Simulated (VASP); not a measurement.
## CoO: single point with PBE+U

The system is CoO.

```
Co O
1.0
     1.54657    0.89291    2.48904
    -1.54657    0.89291    2.48904
     0.00000   -1.78582    2.48904
Co O
1 1
Direct
  0.00000 0.00000 0.00000
  0.50000 0.50000 0.50000
```

* Program: VASP 6.6.1
* Task: single point
* Functional: PBE
* Potentials or basis: VASP PAW PBE potentials, release 64 (Co, O)
* Cutoff: 520 eV
* k mesh: 12 × 12 × 12
* Occupations: gaussian, width 0.02 eV
* Spin: collinear spin, ferromagnetic start
* Starting moments: [2.88, 0.24] μB
* Hubbard terms: Co d U = 3.32 eV

```yaml
Pressure: -10.1 GPa
Band_gap_on_the_k_mesh: zero (filled and empty bands overlap)
Net_moment: 3.00 μB per cell
Site_moments: Co +2.73; O +0.24 μB
Valence_electrons_inside_the_program's_atomic_spheres: Co 7.71; O 4.97
```

Stress tensor (GPa, compression positive):
```
 -9.93   0.00   0.00
  0.00  -9.93   0.00
  0.00   0.00 -10.36
```

Levels at points of the mesh, in eV from the Fermi level:
Spin up:
```tsv
k point	band 6	band 7	band 8	band 9	band 10	band 11	band 12	band 13
(0.00, 0.00, 0.00)	-3.92	-2.52	-2.52	-2.41	0.91	16.78	16.78	16.85
(0.50, 0.00, 0.00)	-3.56	-3.05	-0.58	-0.53	5.16	8.92	13.13	13.37
(0.50, 0.50, 0.00)	-3.84	-3.70	-3.58	-3.30	5.57	9.72	10.86	15.12
(0.50, 0.50, 0.50)	-4.10	-2.55	-0.55	-0.55	5.09	9.12	12.93	12.93
```
Spin down:
```csv
k point,band 4,band 5,band 6,band 7,band 8,band 9
"(0.00, 0.00, 0.00)",-2.06,-1.96,-0.80,-0.80,1.44,1.57
"(0.50, 0.00, 0.00)",-3.56,-1.46,-0.02,0.48,3.63,3.73
"(0.50, 0.50, 0.00)",-3.15,-2.63,-0.54,0.22,2.10,2.26
"(0.50, 0.50, 0.50)",-3.84,-1.14,0.39,0.39,3.63,3.63
```

Eigenvalues of the final occupation matrices:
| site | spin | trace | eigenvalues |
| --- | --- | --- | --- |
| site 1 d | 1 | 4.91 | 0.97 0.97 0.97 1.00 1.00 |
| site 1 d | 2 | 2.21 | 0.12 0.12 0.51 0.51 0.96 |

Wall time 4.3 min on 1 thread of Intel Xeon 8259CL, with other jobs on the host, peak memory 0.23 GiB.

Caveat: the cell stands under tension; a cell with one magnetic atom can't hold antiferromagnetic order, which such compounds often take. The state reached can hang on the start; a lower one may exist.
